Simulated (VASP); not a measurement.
# La3Ir5 (Im-3m) in VASP: notebook, part 2 of 2

VASP 6.6.1. Earlier steps stand in the parts before.

## Step 3: Single point, PBE

This run uses another cell than the first one, of 20.57 Å³/atom.

File INCAR:

```
SYSTEM = La3Ir5
  PREC = Accurate
  ENCUT = 520
  EDIFF = 1E-6
  ISMEAR = 0
  SIGMA = 0.1
  LREAL = .False.
  LASPH = .True.
  NELM = 100
  ALGO = Normal
  ISIF = 2
  LWAVE = .False.
  LCHARG = .False.
  GGA = PE
  NBANDS = 49
```

File KPOINTS:

```
regular mesh
0
Gamma
  4 4 4
  0 0 0
```

File POSCAR:

```
La3Ir5
1.0
   -3.4518686232      3.4518686232      3.4518686232
    3.4518686232     -3.4518686232      3.4518686232
    3.4518686232      3.4518686232     -3.4518686232
La Ir
3 5
Direct
    0.0000000000      0.5000000000      0.5000000000
    0.5000000000      0.5000000000      0.0000000000
    0.5000000000      0.0000000000      0.5000000000
    0.0000000000      0.0000000000      0.0000000000
    0.0000000000      0.0000000000      0.5000000000
    0.0000000000      0.5000000000      0.0000000000
    0.5000000000      0.0000000000      0.0000000000
    0.5000000000      0.5000000000      0.5000000000
```

Potentials or basis: VASP PAW PBE potentials, release 64 (La, Ir).

Launch:

```
$ cat potpaw_PBE.64/La/POTCAR potpaw_PBE.64/Ir/POTCAR > POTCAR
$ mpirun -np 1 vasp_std > vasp.out
```

OUTCAR:

```text
SYSTEM = La3Ir5
   PREC = Accurate
   ENCUT = 520
   EDIFF = 1E-6
   ISMEAR = 0
   LREAL = .False.
   LASPH = .True.
   NELM = 100
   ISIF = 2
   GGA = PE

 ion  position               nearest neighbor table
   1  0.000  0.500  0.500-   5 2.99   6 2.99   7 2.99   8 2.99   6 2.99   5 2.99   8 2.99   7 2.99
                             4 3.45   4 3.45   2 3.45   2 3.45   3 3.45   3 3.45
   2  0.500  0.500  0.000-   5 2.99   6 2.99   7 2.99   8 2.99   8 2.99   7 2.99   6 2.99   5 2.99
                             4 3.45   3 3.45   1 3.45   1 3.45   4 3.45   3 3.45
   3  0.500  0.000  0.500-   5 2.99   6 2.99   7 2.99   8 2.99   7 2.99   8 2.99   5 2.99   6 2.99
                             4 3.45   2 3.45   1 3.45   4 3.45   1 3.45   2 3.45
   4  0.000  0.000  0.000-   5 2.99   6 2.99   7 2.99   8 2.99   5 2.99   6 2.99   7 2.99   8 2.99
                             3 3.45   1 3.45   1 3.45   3 3.45   2 3.45   2 3.45
   5  0.000  0.000  0.500-   1 2.99   2 2.99   3 2.99   4 2.99   4 2.99   1 2.99   3 2.99   2 2.99

   6  0.000  0.500  0.000-   1 2.99   2 2.99   3 2.99   4 2.99   1 2.99   4 2.99   2 2.99   3 2.99

   7  0.500  0.000  0.000-   1 2.99   2 2.99   3 2.99   4 2.99   3 2.99   2 2.99   4 2.99   1 2.99

   8  0.500  0.500  0.500-   1 2.99   2 2.99   3 2.99   4 2.99   2 2.99   3 2.99   1 2.99   4 2.99

  LATTYP: Found a body centered cubic cell.
 ALAT       =     6.9037372464

  Lattice vectors:

 A1 = (  -3.4518686232,   3.4518686232,   3.4518686232)
 A2 = (   3.4518686232,  -3.4518686232,   3.4518686232)
 A3 = (   3.4518686232,   3.4518686232,  -3.4518686232)

Analysis of symmetry for initial positions (statically):
=====================================================================
 Subroutine PRICEL returns:
 Original cell was already a primitive cell.

 Routine SETGRP: Setting up the symmetry group for a
 body centered cubic supercell.

 Subroutine GETGRP returns: Found 48 space group operations
 (whereof 48 operations were pure point group operations)
 out of a pool of 48 trial point group operations.

The static configuration has the point symmetry O_h .

Analysis of symmetry for dynamics (positions and initial velocities):
=====================================================================
 Subroutine PRICEL returns:
 Original cell was already a primitive cell.

 Routine SETGRP: Setting up the symmetry group for a
 body centered cubic supercell.

 Subroutine GETGRP returns: Found 48 space group operations
 (whereof 48 operations were pure point group operations)
 out of a pool of 48 trial point group operations.

The dynamic configuration has the point symmetry O_h .

 Subroutine INISYM returns: Found 48 space group operations
 (whereof 48 operations are pure point group operations),
 and found     1 'primitive' translations

----------------------------------------------------------------------------------------

                                     Primitive cell

  volume of cell :     164.5215

  direct lattice vectors                    reciprocal lattice vectors
    -3.451868623  3.451868623  3.451868623     0.000000000  0.144849082  0.144849082
     3.451868623 -3.451868623  3.451868623     0.144849082  0.000000000  0.144849082
     3.451868623  3.451868623 -3.451868623     0.144849082  0.144849082  0.000000000

  length of vectors
[... 57 lines left out ...]
  0.500000  0.500000  0.250000     12.000000
  0.500000  0.500000  0.500000      1.000000
   k-points           NKPTS =      8   k-points in BZ     NKDIM =      8   number of bands    NBANDS=     49
   number of dos      NEDOS =    301   number of ions     NIONS =      8
   total plane-waves  NPLWV = 110592
   dimension x,y,z NGX =    48 NGY =   48 NGZ =   48
   dimension x,y,z NGXF=    96 NGYF=   96 NGZF=   96
   ions per type =               3   5
   NGX,Y,Z   is equivalent  to a cutoff of  13.35, 13.35, 13.35 a.u.
   NGXF,Y,Z  is equivalent  to a cutoff of  26.69, 26.69, 26.69 a.u.
 SYSTEM =  La3Ir5
   PREC   = accura    normal or accurate (medium, high low for compatibility)
   ISTART =      0    job   : 0-new  1-cont  2-samecut
   ICHARG =      2    charge: 1-file 2-atom 10-const
   ISPIN  =      1    spin polarized calculation?
   LNONCOLLINEAR =      F non collinear calculations
   LSORBIT =      F    spin-orbit coupling
   LASPH  =      T    aspherical Exc in radial PAW
   ENCUT  =  520.0 eV  38.22 Ry    6.18 a.u.  11.12 11.12 11.12*2*pi/ulx,y,z
   NELM   =    100;   NELMIN=  2; NELMDL= -5     # of ELM steps
   EDIFF  = 0.1E-05   stopping-criterion for ELM
   LREAL  =      F    real-space projection
   EDIFFG = 0.1E-04   stopping-criterion for IOM
   NSW    =      0    number of steps for IOM
   IBRION =     -1    ionic relax: 0-MD 1-quasi-New 2-CG
   NFREE  =      0    steps in history (QN), initial steepest desc. (CG)
   ISIF   =      2    stress and relaxation
   ISYM   =      2    0-nonsym 1-usesym 2-fastsym
   POTIM  = 0.5000    time-step for ionic-motion
   TEBEG  =    0.0;   TEEND  =   0.0 temperature during run
   PSTRESS=    0.0 pullay stress
   NELECT =      78.0000    total number of electrons
   NUPDOWN=      -1.0000    fix difference up-down
   EMIN   =  10.00;   EMAX   =-10.00  energy-range for DOS
   EFERMI =   0.00;   METHOD = LEGACY
   ISMEAR =     0;   SIGMA  =   0.10  broadening in eV -4-tet -1-fermi 0-gaus
   EFERMI_NEDOS =   21; number of points for ismear=-14 and -15
   IALGO  =     38    algorithm
   IMIX   =      4    mixing-type and parameters
     AMIX     =   0.40;   BMIX     =  1.00
     AMIX_MAG =   1.60;   BMIX_MAG =  1.00
  volume/ion in A,a.u.               =      20.57       138.78
  Fermi-wavevector in a.u.,A,eV,Ry     =   1.276533  2.412298 22.171197  1.629537
  Thomas-Fermi vector in A             =   2.409184
   LORBIT       =      0    0 simple, 1 ext, 2 COOP (PROOUT), +10 PAW based schemes
   GGA     = PE    functional components
   LHFCALC =     F    Hartree Fock is set to
   AEXX    =    0.0000 exact exchange contribution
   IVDW    =     0    specifies the selected vdW correction
   LEPSILON=     F    determine dielectric tensor
   LRPA    =     F    only Hartree local field effects (RPA)
 non-spin polarized calculation
 Gauss-broadening in eV      SIGMA  =   0.10
  energy-cutoff  :      520.00
  volume of cell :      164.52
 maximum number of plane-waves:      4504
 NGX is ok and might be reduce to    48
   NGX = 23   NGY = 23   NGZ = 23

 number of electron      78.0000007 magnetization

 Free energy of the ion-electron system (eV)
  ---------------------------------------------------
  ext. energy  EPLUGINS =         0.00000000
  ---------------------------------------------------
  free energy    TOTEN  =       -60.18261056 eV

  energy without entropy =      -60.13862041  energy(sigma->0) =      -60.16061548

 E-fermi :   8.8733     XC(G=0): -11.9399

 val. band max:        8.8363961423   @ k =   0.5000   0.5000   0.5000
 cond. band min:       8.9425196569   @ k =   0.5000   0.5000   0.5000
 fundamental gap:      0.1061235145
 Fermi energy:         8.8733469189

 k-point     1 :       0.0000    0.0000    0.0000
  band No.  band energies     occupation
      1     -22.7019      2.00000
      2     -22.4270      2.00000
      3     -22.4270      2.00000
      4      -7.3487      2.00000
      5      -7.3487      2.00000
      6      -7.3487      2.00000
[... 405 lines left out ...]
     48      10.2876      0.00000
     49      11.5688      0.00000

------------------------ aborting loop because EDIFF is reached ----------------------------------------

  FORCE on cell =-STRESS in cart. coord.  units (eV):
  Direction    XX          YY          ZZ          XY          YZ          ZX
  --------------------------------------------------------------------------------------
  -------------------------------------------------------------------------------------
  Total       -0.0128179     -0.0128179     -0.0128179      0.0000000      0.0000000     -0.0000000
  in kB       -0.1248259     -0.1248259     -0.1248259      0.0000000      0.0000000     -0.0000000
  external PRESSURE =      -0.1248259 kB  Pullay stress =       0.0000000 kB

 VOLUME and BASIS-vectors are now :
 -----------------------------------------------------------------------------
  energy-cutoff  :      520.00
  volume of cell :      164.52
      direct lattice vectors                 reciprocal lattice vectors
    -3.451868623  3.451868623  3.451868623     0.000000000  0.144849082  0.144849082
     3.451868623 -3.451868623  3.451868623     0.144849082  0.000000000  0.144849082
     3.451868623  3.451868623 -3.451868623     0.144849082  0.144849082  0.000000000

 POSITION                                       TOTAL-FORCE (eV/Angst)
 -----------------------------------------------------------------------------------
      3.45187      0.00000      0.00000         0.000000      0.000000     -0.000000
      0.00000      0.00000      3.45187        -0.000000     -0.000000      0.000000
      0.00000      3.45187      0.00000         0.000000      0.000000      0.000000
      0.00000      0.00000      0.00000         0.000000     -0.000000      0.000000
      1.72593      1.72593     -1.72593         0.000000     -0.000000     -0.000000
      1.72593     -1.72593      1.72593        -0.000000      0.000000     -0.000000
     -1.72593      1.72593      1.72593        -0.000000     -0.000000      0.000000
      1.72593      1.72593      1.72593        -0.000000     -0.000000     -0.000000
 -----------------------------------------------------------------------------------
    total drift:                                0.000000      0.000000     -0.000000

  FREE ENERGIE OF THE ION-ELECTRON SYSTEM (eV)
  ---------------------------------------------------
  free  energy   TOTEN  =       -60.1826105558 eV

  energy  without entropy=      -60.1386204097  energy(sigma->0) =      -60.16061548
```

Wall time 2.8 min (1 thread of Oxide Virtual Turin-like, shared host); peak memory 0.32 GiB.

What came out:

```yaml
Free_energy: -60.1826 eV
Pressure: 0.0 GPa
Band_gap_on_the_k_mesh: zero (bands 39 and 40 overlap by 1.56 eV)
```

Levels at points of the mesh, in eV from the Fermi level:
```csv
k point,band 37,band 38,band 39,band 40,band 41,band 42
"(0.00, 0.00, 0.00)",-0.09,-0.09,1.47,1.47,1.47,2.00
"(0.50, 0.00, 0.00)",-0.33,-0.30,-0.05,0.10,0.14,1.23
"(0.50, 0.50, 0.50)",-0.81,-0.81,-0.04,-0.04,0.07,0.07
```

Caveat: spin-orbit coupling is left out, which moves the levels of the heavy elements.

## Step 4: Relaxation of cell and atoms, PBE

File INCAR:

```
SYSTEM = La3Ir5
  ALGO = Normal
  EDIFF = 1E-7
  EDIFFG = -0.04
  ENCUT = 600
  GGA = PE
  IBRION = 2
  ISIF = 3
  ISMEAR = 0
  LASPH = .True.
  LCHARG = .False.
  LREAL = .False.
  LWAVE = .False.
  NELM = 60
  NSW = 90
  PREC = Accurate
  SIGMA = 0.1
```

File KPOINTS:

```
k-points
0
Gamma
  4 4 4
  0 0 0
```

Changes to POSCAR since step 3:

```diff
@@ -2,5 +2,5 @@
 1.0
-   -3.4518686232      3.4518686232      3.4518686232
-    3.4518686232     -3.4518686232      3.4518686232
-    3.4518686232      3.4518686232     -3.4518686232
+   -3.4095457700      3.4095457700      3.4095457700
+    3.4095457700     -3.4095457700      3.4095457700
+    3.4095457700      3.4095457700     -3.4095457700
 La Ir
```

Launch:

```
$ cat potpaw_PBE.64/La/POTCAR potpaw_PBE.64/Ir/POTCAR > POTCAR
$ mpirun -np 1 vasp_std > vasp.out
```

Run time: 14 min. Hardware: 1 thread of Oxide Virtual Turin-like, shared host; peak memory 0.36 GiB.

It converged, with:

* Free energy: -60.1844 eV
* Relaxed volume: 20.58 Å³/atom
* Relaxed cell: a = 5.980 Å, b = 5.980 Å, c = 5.980 Å, α = 109.47°, β = 109.47°, γ = 109.47°
* Space group after relaxing (to 0.1 Å): Im-3m (No. 229)
* Energy gained by relaxing: 11.8 meV/atom
* Ionic steps: 3
* Pressure after relaxing: -0.1 GPa
* Band gap on the k mesh: zero (bands 39 and 40 overlap by 1.56 eV)

The path:
| step | energy change (eV) | largest force (eV/Å) | pressure (GPa) | volume (Å³) |
| --- | --- | --- | --- | --- |
| 1 | 0.0000 | 0.0000 | 5.24 | 158.54 |
| 2 | 0.0991 | 0.0000 | -6.31 | 173.89 |
| 3 | -0.0948 | 0.0000 | -0.07 | 164.63 |

Final structure:
```
La Ir
1.0
    -3.45262    3.45262    3.45262
     3.45262   -3.45262    3.45262
     3.45262    3.45262   -3.45262
La Ir
3 5
Direct
  0.00000 0.50000 0.50000
  0.50000 0.50000 0.00000
  0.50000 0.00000 0.50000
  0.00000 0.00000 0.00000
  0.00000 0.00000 0.50000
  0.00000 0.50000 0.00000
  0.50000 0.00000 0.00000
  0.50000 0.50000 0.50000
```

Levels at points of the mesh, in eV from the Fermi level:
```csv
k point,band 35,band 36,band 37,band 38,band 39,band 40,band 41,band 42,band 43,band 44
"(0.00, 0.00, 0.00)",-0.10,-0.10,-0.09,-0.09,1.47,1.47,1.47,1.99,1.99,1.99
"(0.50, 0.00, 0.00)",-1.24,-0.58,-0.33,-0.30,-0.05,0.10,0.14,1.23,1.90,2.06
"(0.50, 0.50, 0.50)",-1.24,-0.97,-0.81,-0.81,-0.04,-0.04,0.07,0.07,0.07,0.18
```

Caveat: spin-orbit coupling is left out, which moves the levels of the heavy elements.

## Step 5: Single point, PBE, collinear spin

This run uses another cell than the first one, of 20.57 Å³/atom.

File INCAR:

```
SYSTEM = La3Ir5
  PREC = Accurate
  ENCUT = 520
  EDIFF = 1E-6
  ISMEAR = 0
  SIGMA = 0.1
  LREAL = .False.
  LASPH = .True.
  NELM = 150
  ALGO = Normal
  ISIF = 2
  LWAVE = .False.
  LCHARG = .False.
  ISPIN = 2
  MAGMOM = 0 0 0 1 1 1 1 1
  LORBIT = 11
  LMAXMIX = 6
  GGA = PE
  NBANDS = 53
```

File KPOINTS:

```
Automatic mesh
0
Gamma
  4 4 4
  0 0 0
```

Changes to POSCAR since step 4:

```diff
@@ -2,5 +2,5 @@
 1.0
-   -3.4095457700      3.4095457700      3.4095457700
-    3.4095457700     -3.4095457700      3.4095457700
-    3.4095457700      3.4095457700     -3.4095457700
+   -3.4518686232      3.4518686232      3.4518686232
+    3.4518686232     -3.4518686232      3.4518686232
+    3.4518686232      3.4518686232     -3.4518686232
 La Ir
```

Launch:

```
$ cat potpaw_PBE.64/La/POTCAR potpaw_PBE.64/Ir/POTCAR > POTCAR
$ mpirun -np 1 vasp_std > vasp.out
```

Wall time 7.8 min (1 thread of Oxide Virtual Turin-like, shared host); peak memory 0.43 GiB.

It converged, with:

```
Free energy                                           : -60.1826 eV
Pressure                                              : 0.0 GPa
Band gap on the k mesh                                : zero (filled and empty bands overlap)
Net moment                                            : 0.00 μB per cell
Valence electrons inside the program's atomic spheres : La 8.81; Ir 7.83, 8.15 (each value once)
```

Levels at points of the mesh, in eV from the Fermi level:
Spin up:
```tsv
k point	band 36	band 37	band 38	band 39	band 40	band 41	band 42	band 43
(0.00, 0.00, 0.00)	-0.10	-0.09	-0.09	1.47	1.47	1.47	2.00	2.00
(0.50, 0.00, 0.00)	-0.58	-0.33	-0.30	-0.05	0.10	0.14	1.23	1.90
(0.50, 0.50, 0.50)	-0.97	-0.81	-0.81	-0.04	-0.04	0.07	0.07	0.07
```
Spin down:
| k point | band 36 | band 37 | band 38 | band 39 | band 40 | band 41 | band 42 | band 43 |
| --- | --- | --- | --- | --- | --- | --- | --- | --- |
| (0.00, 0.00, 0.00) | -0.10 | -0.09 | -0.09 | 1.47 | 1.47 | 1.47 | 2.00 | 2.00 |
| (0.50, 0.00, 0.00) | -0.58 | -0.33 | -0.30 | -0.05 | 0.10 | 0.14 | 1.23 | 1.90 |
| (0.50, 0.50, 0.50) | -0.97 | -0.81 | -0.81 | -0.04 | -0.04 | 0.07 | 0.07 | 0.07 |

Caveat: spin-orbit coupling is left out, which moves the levels of the heavy elements.

## Step 6: Summary

```tsv
task	spin	cell	cutoff (eV)	gap on the mesh (eV)	pressure (GPa)
single point	off	a = 5.906 Å, angles 109.5°, 8 atoms	520	none	5.3
single point	off	a = 5.979 Å, angles 109.5°, 8 atoms	520	none	0.0
relaxation of cell and atoms	off	relaxed from a = 5.906 Å, angles 109.5°, 8 atoms	600	none	-0.1
single point	collinear	a = 5.979 Å, angles 109.5°, 8 atoms	520	none	0.0
```

Alike in all rows: level PBE; potentials or basis VASP PAW PBE potentials, release 64 (La, Ir); k mesh 4 × 4 × 4; smearing gaussian 0.1 eV.

Caveats: spin-orbit coupling is left out, which moves the levels of the heavy elements; the cell stands under pressure (at least some runs).

Total energies depend on the potentials used, so only differences within one code and one set of settings carry meaning.

The gap in the log of VASP goes by the Fermi energy; the results here count the filled bands.